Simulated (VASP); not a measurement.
YbIr2, 6 atoms in the cell. Symmetry: Fd-3m, No. 227, cubic system. The conventional cell has a = 7.584 Å, b = 7.584 Å, c = 7.584 Å, α = 90.00°, β = 90.00°, γ = 90.00°. Yb (site symmetry -43m) has 12 Ir at 3.14 Å and 4 Yb at 3.28 Å within 4.1 Å. Within 3.5 Å of Ir (site symmetry -3m) lie 6 Ir at 2.68 Å and 6 Yb at 3.14 Å. 

- Program: VASP 6.6.1
- Task: single point
- Functional: r2SCAN
- Potentials or basis: VASP PAW PBE potentials, release 64 (Yb, Ir)
- Cutoff: 520 eV
- k mesh: 6 × 6 × 6
- Occupations: methfessel-paxton, width 0.0105 eV
- Spin: no spin polarisation
- Dipole correction: no
- Further INCAR settings: ALGO = Normal; EDIFF = 1e-07

Potentials or basis: VASP PAW PBE potentials, release 64 (Yb, Ir).

Run with:

```sh
$ cat potpaw_PBE.64/Yb/POTCAR potpaw_PBE.64/Ir/POTCAR > POTCAR
$ cp INCAR.step1 INCAR
$ mpirun -np 1 vasp_std > vasp.out
$ cp INCAR.step2 INCAR
$ mpirun -np 1 vasp_std > vasp.out
```

Hardware: 1 thread of Intel(R) Xeon(R) Platinum 8488C (Sapphire Rapids), on a shared host.

How long does it take, and how much memory?

Wall time 13 min on 1 thread of Intel(R) Xeon(R) Platinum 8488C (Sapphire Rapids) (shared host), peak memory 0.31 GiB. Counts: k points 16.
